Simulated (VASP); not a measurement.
# GaGe (F-43m) in VASP: a series of runs

GaGe is run at these levels: HF, HSE06, PBE; tasks: single point.

All numbers are computed with VASP 6.6.1; they aren't measurements. Logs are shortened: lines on timing, memory, paths and dates and some standing lists are left out, and cuts for length are marked.

## Step 1: The cell of the first run

Symmetry: F-43m, No. 216, cubic system. The conventional cell has a = 5.796 Å, b = 5.796 Å, c = 5.796 Å, α = 90.00°, β = 90.00°, γ = 90.00°. Within 3.3 Å of Ge (site symmetry -43m) lie 4 Ga at 2.51 Å. Ga (site symmetry -43m) has 4 Ge at 2.51 Å within 3.3 Å.

## Step 2: Single point, HF

Input file POSCAR:

```
GaGe
1.0
    0.0000000000      2.8978440000      2.8978440000
    2.8978440000      0.0000000000      2.8978440000
    2.8978440000      2.8978440000      0.0000000000
Ge Ga
1 1
Direct
    0.0000000000      0.0000000000      0.0000000000
    0.2500000000      0.2500000000      0.2500000000
```

Input file INCAR.step1:

```
PREC = Accurate
ENCUT = 520
EDIFF = 1E-5
ISMEAR = -1
SIGMA = 0.05
LREAL = False
LASPH = True
NELM = 60
ALGO = Normal
ISIF = 2
LWAVE = True
NBANDS = 20
GGA = PE
```

Input file INCAR.step2:

```
PREC = Accurate
ENCUT = 520
EDIFF = 1E-7
ISMEAR = -1
SIGMA = 0.05
LREAL = False
LASPH = True
NELM = 60
ALGO = Normal
ISIF = 2
LWAVE = False
LCHARG = True
GGA = PE
LHFCALC = True
AEXX = 1.0
ALDAC = 0.0
AGGAC = 0.0
PRECFOCK = Normal
LELF = True
LVHAR = True
NBANDS = 20
ISTART = 1
```

Input file KPOINTS:

```
regular mesh
0
Gamma
  4 4 4
```

Potentials or basis: VASP PAW PBE potentials, release 64 (Ge_d, Ga_d).

The run is started by

```
$ cat potpaw_PBE.64/Ge_d/POTCAR potpaw_PBE.64/Ga_d/POTCAR > POTCAR
$ cp INCAR.step1 INCAR
$ mpirun -np 1 vasp_std > vasp.out
$ cp INCAR.step2 INCAR
$ mpirun -np 1 vasp_std > vasp.out
```

OUTCAR:

```text
PREC = Accurate
   ENCUT = 520
   EDIFF = 1E-7
   ISMEAR = -1
   LREAL = False
   LASPH = True
   NELM = 60
   ISIF = 2
   GGA = PE
   LHFCALC = True
   AEXX = 1.0
   PRECFOCK = Normal
   ISTART = 1

 ion  position               nearest neighbor table
   1  0.000  0.000  0.000-   2 2.51   2 2.51   2 2.51   2 2.51
   2  0.250  0.250  0.250-   1 2.51   1 2.51   1 2.51   1 2.51

  LATTYP: Found a face centered cubic cell.
 ALAT       =     5.7956880000

  Lattice vectors:

 A1 = (   0.0000000000,   2.8978440000,   2.8978440000)
 A2 = (   2.8978440000,   0.0000000000,   2.8978440000)
 A3 = (   2.8978440000,   2.8978440000,   0.0000000000)

Analysis of symmetry for initial positions (statically):
=====================================================================
 Subroutine PRICEL returns:
 Original cell was already a primitive cell.

 Routine SETGRP: Setting up the symmetry group for a
 face centered cubic supercell.

 Subroutine GETGRP returns: Found 24 space group operations
 (whereof 24 operations were pure point group operations)
 out of a pool of 48 trial point group operations.

The static configuration has the point symmetry T_d .

Analysis of symmetry for dynamics (positions and initial velocities):
=====================================================================
 Subroutine PRICEL returns:
 Original cell was already a primitive cell.

 Routine SETGRP: Setting up the symmetry group for a
 face centered cubic supercell.

 Subroutine GETGRP returns: Found 24 space group operations
 (whereof 24 operations were pure point group operations)
 out of a pool of 48 trial point group operations.

The dynamic configuration has the point symmetry T_d .

 Subroutine INISYM returns: Found 24 space group operations
 (whereof 24 operations are pure point group operations),
 and found     1 'primitive' translations

----------------------------------------------------------------------------------------

                                     Primitive cell

  volume of cell :      48.6693

  direct lattice vectors                    reciprocal lattice vectors
     0.000000000  2.897844000  2.897844000    -0.172542069  0.172542069  0.172542069
     2.897844000  0.000000000  2.897844000     0.172542069 -0.172542069  0.172542069
     2.897844000  2.897844000  0.000000000     0.172542069  0.172542069 -0.172542069

  length of vectors
     4.098170286  4.098170286  4.098170286     0.298851630  0.298851630  0.298851630

  position of ions in fractional coordinates (direct lattice)
     0.000000000  0.000000000  0.000000000
     0.250000000  0.250000000  0.250000000

  ion indices of the primitive-cell ions
   primitive index   ion index
                 1           1
                 2           2

----------------------------------------------------------------------------------------

 KPOINTS: regular mesh

Automatic generation of k-mesh.
 Grid dimensions read from file:
 generate k-points for:    4    4    4

 Generating k-lattice:

  Cartesian coordinates                     Fractional coordinates (reciprocal lattice)
    -0.043135517  0.043135517  0.043135517     0.250000000  0.000000000  0.000000000
     0.043135517 -0.043135517  0.043135517     0.000000000  0.250000000  0.000000000
     0.043135517  0.043135517 -0.043135517     0.000000000  0.000000000  0.250000000

  Length of vectors
     0.074712908  0.074712908  0.074712908

  Shift w.r.t. Gamma in fractional coordinates (k-lattice)
     0.000000000  0.000000000  0.000000000

 Subroutine IBZKPT returns following result:
 ===========================================

 Found      8 irreducible k-points:

 Following reciprocal coordinates:
            Coordinates               Weight
  0.000000  0.000000  0.000000      1.000000
  0.250000  0.000000  0.000000      8.000000
  0.500000  0.000000  0.000000      4.000000
  0.250000  0.250000  0.000000      6.000000
  0.500000  0.250000  0.000000     24.000000
 -0.250000  0.250000  0.000000     12.000000
  0.500000  0.500000  0.000000      3.000000
 -0.250000  0.500000  0.250000      6.000000
   k-points           NKPTS =      8   k-points in BZ     NKDIM =     64   number of bands    NBANDS=     20
   number of dos      NEDOS =    301   number of ions     NIONS =      2
   total plane-waves  NPLWV =  27000
   dimension x,y,z NGX =    30 NGY =   30 NGZ =   30
   dimension x,y,z NGXF=    60 NGYF=   60 NGZF=   60
   ions per type =               1   1
   NGX,Y,Z   is equivalent  to a cutoff of  12.17, 12.17, 12.17 a.u.
   NGXF,Y,Z  is equivalent  to a cutoff of  24.34, 24.34, 24.34 a.u.
 SYSTEM =  unknown system
   PREC   = accura    normal or accurate (medium, high low for compatibility)
   ISTART =      1    job   : 0-new  1-cont  2-samecut
   ICHARG =      0    charge: 1-file 2-atom 10-const
   ISPIN  =      1    spin polarized calculation?
   LNONCOLLINEAR =      F non collinear calculations
   LSORBIT =      F    spin-orbit coupling
   LASPH  =      T    aspherical Exc in radial PAW
   ENCUT  =  520.0 eV  38.22 Ry    6.18 a.u.   7.62  7.62  7.62*2*pi/ulx,y,z
   NELM   =     60;   NELMIN=  2; NELMDL=  0     # of ELM steps
   EDIFF  = 0.1E-06   stopping-criterion for ELM
   LREAL  =      F    real-space projection
   EDIFFG = 0.1E-05   stopping-criterion for IOM
   NSW    =      0    number of steps for IOM
   IBRION =     -1    ionic relax: 0-MD 1-quasi-New 2-CG
   NFREE  =      0    steps in history (QN), initial steepest desc. (CG)
   ISIF   =      2    stress and relaxation
   ISYM   =      3    0-nonsym 1-usesym 2-fastsym
   POTIM  = 0.5000    time-step for ionic-motion
   TEBEG  =    0.0;   TEEND  =   0.0 temperature during run
   PSTRESS=    0.0 pullay stress
   NELECT =      27.0000    total number of electrons
   NUPDOWN=      -1.0000    fix difference up-down
   EMIN   =  10.00;   EMAX   =-10.00  energy-range for DOS
   EFERMI =   0.00;   METHOD = LEGACY
   ISMEAR =    -1;   SIGMA  =   0.05  broadening in eV -4-tet -1-fermi 0-gaus
   EFERMI_NEDOS =   21; number of points for ismear=-14 and -15
   IALGO  =     38    algorithm
   IMIX   =      1    mixing-type and parameters
     AMIX     =   0.40;   BMIX     =  1.00
     AMIX_MAG =   1.60;   BMIX_MAG =  1.00
  volume/ion in A,a.u.               =      24.33       164.22
  Fermi-wavevector in a.u.,A,eV,Ry     =   1.345172  2.542006 24.619567  1.809487
  Thomas-Fermi vector in A             =   2.473106
   LORBIT       =      0    0 simple, 1 ext, 2 COOP (PROOUT), +10 PAW based schemes
   GGA     = PE    functional components
   LHFCALC =     T    Hartree Fock is set to
   PRECFOCK=normal    Normal, Fast or Accurate (Low or Medium for compatibility)
   ENCUT4O =  -1.0   cutoff for four orbital integrals eV
   NKREDX  =     1    reduce k-point grid by
   NKREDY  =     1    reduce k-point grid by
   NKREDZ  =     1    reduce k-point grid by
   AEXX    =    1.0000 exact exchange contribution
   HFSCREEN=    0.0000 screening length (either q_TF or 0.3 A-1)
   HFSCREENC=   0.0000 screening length for correlation (either q_TF or 0.3 A-1)
   ENCUTFOCK=  -1.0 apply spherical cutoff to Coloumb kernel
   IVDW    =     0    specifies the selected vdW correction
   LEPSILON=     F    determine dielectric tensor
   LRPA    =     F    only Hartree local field effects (RPA)
 non-spin polarized calculation
  energy-cutoff  :      520.00
  volume of cell :       48.67
 maximum number of plane-waves:      1363
  NGX = 24; NGY = 24; NGZ = 24

 number of electron      26.9999991 magnetization

 Free energy of the ion-electron system (eV)
  ---------------------------------------------------
  ext. energy  EPLUGINS =         0.00000000
  ---------------------------------------------------
  free energy    TOTEN  =       -12.79653134 eV

  energy without entropy =      -12.78379647  energy(sigma->0) =      -12.79016390

 E-fermi :   3.7451     XC(G=0):   0.0000

 val. band max:        3.7282412756   @ k =  -0.2500   0.2500   0.0000
 cond. band min:       5.4002821585   @ k =   0.5000   0.0000   0.0000
 fundamental gap:      1.6720408829
 Fermi energy:         3.7450648875

 k-point     1 :       0.0000    0.0000    0.0000
  band No.  band energies     occupation
      1     -34.9056      2.00000
      2     -34.9056      2.00000
      3     -34.9056      2.00000
      4     -34.8843      2.00000
      5     -34.8843      2.00000
      6     -23.4233      2.00000
[... 12 lines left out ...]
     19      15.9794      0.00000
     20      19.2355      0.00000

 k-point     2 :       0.2500    0.0000    0.0000
  band No.  band energies     occupation
      1     -34.9044      2.00000
      2     -34.9041      2.00000
      3     -34.9041      2.00000
      4     -34.8846      2.00000
      5     -34.8846      2.00000
      6     -23.4267      2.00000
[... 12 lines left out ...]
     19      17.3767      0.00000
     20      17.7535      0.00000

 k-point     3 :       0.5000    0.0000    0.0000
  band No.  band energies     occupation
      1     -34.9036      2.00000
      2     -34.9028      2.00000
      3     -34.9028      2.00000
      4     -34.8845      2.00000
      5     -34.8845      2.00000
      6     -23.4306      2.00000
[... 12 lines left out ...]
     19      20.6535      0.00000
     20      21.5839      0.00000

 k-point     4 :       0.2500    0.2500    0.0000
  band No.  band energies     occupation
      1     -34.9066      2.00000
      2     -34.9019      2.00000
      3     -34.9019      2.00000
      4     -34.8861      2.00000
      5     -34.8833      2.00000
      6     -23.4360      2.00000
[... 12 lines left out ...]
     19      17.2502      0.00000
     20      20.4385      0.00000

 k-point     5 :       0.5000    0.2500    0.0000
  band No.  band energies     occupation
      1     -34.9055      2.00000
      2     -34.9009      2.00000
      3     -34.9007      2.00000
      4     -34.8860      2.00000
      5     -34.8836      2.00000
      6     -23.4379      2.00000
[... 12 lines left out ...]
     19      20.2531      0.00000
     20      21.6428      0.00000

 k-point     6 :      -0.2500    0.2500    0.0000
  band No.  band energies     occupation
      1     -34.9035      2.00000
      2     -34.9025      2.00000
      3     -34.9023      2.00000
      4     -34.8850      2.00000
      5     -34.8845      2.00000
      6     -23.4317      2.00000
[... 12 lines left out ...]
     19      16.8845      0.00000
     20      19.9415      0.00000

 k-point     7 :       0.5000    0.5000    0.0000
  band No.  band energies     occupation
      1     -34.9078      2.00000
      2     -34.8990      2.00000
      3     -34.8990      2.00000
      4     -34.8873      2.00000
      5     -34.8826      2.00000
      6     -23.4479      2.00000
[... 12 lines left out ...]
     19      22.0680      0.00000
     20      23.1764      0.00000

 k-point     8 :      -0.2500    0.5000    0.2500
  band No.  band energies     occupation
      1     -34.9041      2.00000
      2     -34.9028      2.00000
      3     -34.8988      2.00000
      4     -34.8860      2.00000
      5     -34.8838      2.00000
      6     -23.4384      2.00000
[... 12 lines left out ...]
     19      21.7324      0.00000
     20      22.3455      0.00000

------------------------ aborting loop because EDIFF is reached ----------------------------------------

  FORCE on cell =-STRESS in cart. coord.  units (eV):
  Direction    XX          YY          ZZ          XY          YZ          ZX
  --------------------------------------------------------------------------------------
  -------------------------------------------------------------------------------------
  Total        0.5047787      0.5047787      0.5047787     -0.0000000      0.0000000      0.0000000
  in kB       16.6171532     16.6171532     16.6171532     -0.0000000      0.0000000      0.0000000
  external PRESSURE =      16.6171532 kB  Pullay stress =       0.0000000 kB

 VOLUME and BASIS-vectors are now :
 -----------------------------------------------------------------------------
  energy-cutoff  :      520.00
  volume of cell :       48.67
      direct lattice vectors                 reciprocal lattice vectors
     0.000000000  2.897844000  2.897844000    -0.172542069  0.172542069  0.172542069
     2.897844000  0.000000000  2.897844000     0.172542069 -0.172542069  0.172542069
     2.897844000  2.897844000  0.000000000     0.172542069  0.172542069 -0.172542069

 POSITION                                       TOTAL-FORCE (eV/Angst)
 -----------------------------------------------------------------------------------
      0.00000      0.00000      0.00000        -0.000000      0.000000      0.000000
      1.44892      1.44892      1.44892         0.000000      0.000000     -0.000000
 -----------------------------------------------------------------------------------
    total drift:                                0.000005      0.000007      0.000004

  FREE ENERGIE OF THE ION-ELECTRON SYSTEM (eV)
  ---------------------------------------------------
  free  energy   TOTEN  =       -12.7965313390 eV

  energy  without entropy=      -12.7837964653  energy(sigma->0) =      -12.79016390
```

Wall time 20 min (1 thread of Intel Xeon Platinum 8259CL at 2.50GHz (Skylake/Cascade Lake), shared host); peak memory 0.19 GiB.

What came out:

| Item | Value |
| --- | --- |
| Free energy | -12.7965 eV |
| Pressure | 1.7 GPa |
| Band gap on the k mesh | zero (an odd number of electrons rules out a gap without spin polarisation) |

Caveat: the k points lie up to 0.47 Å⁻¹ apart, too coarse for converged energies and pressures of a metal; the PAW data sets were made with another functional, which shifts forces and pressure a little; an odd number of electrons without spin polarisation forces a metal; a magnetic or distorted state may lie lower.

## Step 3: Single point, HF

This run uses another cell than the first one, of 25.15 Å³/atom.

Input file POSCAR:

```
GaGe
1.0
    0.0000000000      2.9297768145      2.9297768145
    2.9297768145      0.0000000000      2.9297768145
    2.9297768145      2.9297768145      0.0000000000
Ge Ga
1 1
Direct
    0.0000000000      0.0000000000      0.0000000000
    0.2500000000      0.2500000000      0.2500000000
```

Input file INCAR.step1:

```
ALGO = Normal
EDIFF = 1E-5
ENCUT = 520
GGA = PE
ISIF = 2
ISMEAR = -1
LASPH = T
LCHARG = F
LREAL = F
LWAVE = T
NBANDS = 20
NELM = 80
PREC = Accurate
SIGMA = 0.05
```

Input file INCAR.step2:

```
AEXX = 1.0
AGGAC = 0.0
ALDAC = 0.0
ALGO = Normal
EDIFF = 1E-7
ENCUT = 520
GGA = PE
ISIF = 2
ISMEAR = -1
ISTART = 1
LASPH = T
LCHARG = F
LHFCALC = T
LREAL = F
LWAVE = F
NBANDS = 20
NELM = 80
PREC = Accurate
PRECFOCK = Normal
SIGMA = 0.05
```

Input file KPOINTS:

```
k-points
0
Gamma
  4 4 4
```

Potentials or basis: VASP PAW PBE potentials, release 64 (Ge_d, Ga_d).

The run is started by

```
$ cat potpaw_PBE.64/Ge_d/POTCAR potpaw_PBE.64/Ga_d/POTCAR > POTCAR
$ cp INCAR.step1 INCAR
$ mpirun -np 1 vasp_std > vasp.out
$ cp INCAR.step2 INCAR
$ mpirun -np 1 vasp_std > vasp.out
```

OUTCAR:

```text
AEXX = 1.0
   EDIFF = 1E-7
   ENCUT = 520
   GGA = PE
   ISIF = 2
   ISMEAR = -1
   ISTART = 1
   LASPH = T
   LHFCALC = T
   LREAL = F
   NELM = 80
   PREC = Accurate
   PRECFOCK = Normal

 ion  position               nearest neighbor table
   1  0.000  0.000  0.000-   2 2.54   2 2.54   2 2.54   2 2.54
   2  0.250  0.250  0.250-   1 2.54   1 2.54   1 2.54   1 2.54

  LATTYP: Found a face centered cubic cell.
 ALAT       =     5.8595536290

  Lattice vectors:

 A1 = (   0.0000000000,   2.9297768145,   2.9297768145)
 A2 = (   2.9297768145,   0.0000000000,   2.9297768145)
 A3 = (   2.9297768145,   2.9297768145,   0.0000000000)

Analysis of symmetry for initial positions (statically):
=====================================================================
 Subroutine PRICEL returns:
 Original cell was already a primitive cell.

 Routine SETGRP: Setting up the symmetry group for a
 face centered cubic supercell.

 Subroutine GETGRP returns: Found 24 space group operations
[... 150 lines left out ...]
  ext. energy  EPLUGINS =         0.00000000
  ---------------------------------------------------
  free energy    TOTEN  =       -12.80334190 eV

  energy without entropy =      -12.79060703  energy(sigma->0) =      -12.79697447

 E-fermi :   3.5011     XC(G=0):   0.0000

 val. band max:        3.4842674808   @ k =  -0.2500   0.2500   0.0000
 cond. band min:       5.1301399322   @ k =   0.5000   0.0000   0.0000
 fundamental gap:      1.6458724514
 Fermi energy:         3.5010910926

 k-point     1 :       0.0000    0.0000    0.0000
  band No.  band energies     occupation
      1     -35.1721      2.00000
      2     -35.1721      2.00000
      3     -35.1721      2.00000
      4     -35.1522      2.00000
      5     -35.1522      2.00000
      6     -23.6804      2.00000
[... 173 lines left out ...]
     19      21.1069      0.00000
     20      21.7393      0.00000

------------------------ aborting loop because EDIFF is reached ----------------------------------------

  FORCE on cell =-STRESS in cart. coord.  units (eV):
  Direction    XX          YY          ZZ          XY          YZ          ZX
  --------------------------------------------------------------------------------------
  -------------------------------------------------------------------------------------
  Total       -0.1019076     -0.1019076     -0.1019076      0.0000000     -0.0000000      0.0000000
  in kB       -3.2462634     -3.2462634     -3.2462634      0.0000000     -0.0000000      0.0000000
  external PRESSURE =      -3.2462634 kB  Pullay stress =       0.0000000 kB

 VOLUME and BASIS-vectors are now :
 -----------------------------------------------------------------------------
  energy-cutoff  :      520.00
  volume of cell :       50.30
      direct lattice vectors                 reciprocal lattice vectors
     0.000000000  2.929776814  2.929776814    -0.170661464  0.170661464  0.170661464
     2.929776814  0.000000000  2.929776814     0.170661464 -0.170661464  0.170661464
     2.929776814  2.929776814  0.000000000     0.170661464  0.170661464 -0.170661464

 POSITION                                       TOTAL-FORCE (eV/Angst)
 -----------------------------------------------------------------------------------
      0.00000      0.00000      0.00000        -0.000000      0.000000      0.000000
      1.46489      1.46489      1.46489         0.000000     -0.000000     -0.000000
 -----------------------------------------------------------------------------------
    total drift:                               -0.000004     -0.000008     -0.000004

  FREE ENERGIE OF THE ION-ELECTRON SYSTEM (eV)
  ---------------------------------------------------
  free  energy   TOTEN  =       -12.8033419049 eV

  energy  without entropy=      -12.7906070312  energy(sigma->0) =      -12.79697447
```

It took 18 min on 1 thread of Intel Xeon Platinum 8259CL at 2.50GHz (Skylake/Cascade Lake), shared host; peak memory 0.19 GiB.

What came out:

```yaml
Free_energy: -12.8033 eV
Pressure: -0.3 GPa
Band_gap_on_the_k_mesh: zero (an odd number of electrons rules out a gap without spin polarisation)
```

Levels at points of the mesh, in eV from the Fermi level:
| k point | band 11 | band 12 | band 13 | band 14 | band 15 | band 16 | band 17 | band 18 |
| --- | --- | --- | --- | --- | --- | --- | --- | --- |
| (0.00, 0.00, 0.00) | -17.09 | 3.75 | 3.75 | 3.75 | 6.25 | 8.12 | 8.12 | 8.12 |
| (0.50, 0.00, 0.00) | -14.24 | -9.58 | 1.63 | 1.63 | 5.61 | 9.11 | 9.11 | 12.33 |
| (0.50, 0.50, 0.00) | -12.64 | -10.09 | -3.82 | -3.82 | 5.39 | 5.62 | 16.78 | 16.78 |

Caveat: the k points lie up to 0.46 Å⁻¹ apart, too coarse for converged energies and pressures of a metal; the PAW data sets were made with another functional, which shifts forces and pressure a little; an odd number of electrons without spin polarisation forces a metal; a magnetic or distorted state may lie lower.

[end of part 1 of 2]

The gap in the log of VASP goes by the Fermi energy; the results here count the filled bands.